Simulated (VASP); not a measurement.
# O: single point with PBE

O:

```
CELL_PARAMETERS angstrom
1.42335 0.82177 3.40830
-1.42335 0.82177 3.40830
0.00000 -1.64354 3.40830
ATOMIC_POSITIONS crystal
O 0.05770 0.05770 0.05770
O 0.94230 0.94230 0.94230
```

```json
{
 "Program": "VASP 6.6.1",
 "Task": "single point",
 "Functional": "PBE",
 "Potentials or basis": "VASP PAW PBE potentials, release 64 (O)",
 "Cutoff": "520 eV",
 "k mesh": "11 × 11 × 11",
 "Occupations": "fermi-dirac, width 0.01 eV",
 "Spin": "no spin polarisation",
 "Dipole correction": "no",
 "Further INCAR settings": "ALGO = Normal; EDIFF = 1e-06; NBANDS = 13"
}
```

The pressure is 9.4 GPa and the largest force is 4.284 eV/Å. The band gap on the k mesh is zero (band 6 reaches 1.23 eV, above the bottom of band 7 at 0.02 eV).

Forces on the atoms (eV/Å):
```
O    0.000  0.000  4.284
O    0.000  0.000 -4.284
```

Stress tensor (GPa, compression positive):
```
-6.35  0.00  0.00
 0.00 -6.35  0.00
 0.00  0.00 40.88
```

Levels at points of the mesh, in eV from the Fermi level:
```tsv
k point	band 3	band 4	band 5	band 6	band 7	band 8	band 9	band 10
(0.00, 0.00, 0.00)	-9.14	-6.58	-6.58	0.57	0.57	8.30	11.74	15.04
```

Wall time 36 s on 1 thread of Intel(R) Xeon(R) Platinum 8488C (Sapphire Rapids) (shared host), peak memory 0.16 GiB.

Caveat: the standard files for N, O and F lose accuracy on very short bonds; spin is off for a triplet molecule; forces of over 1 eV/Å act on the atoms, so gaps and moduli don't describe the material at rest.
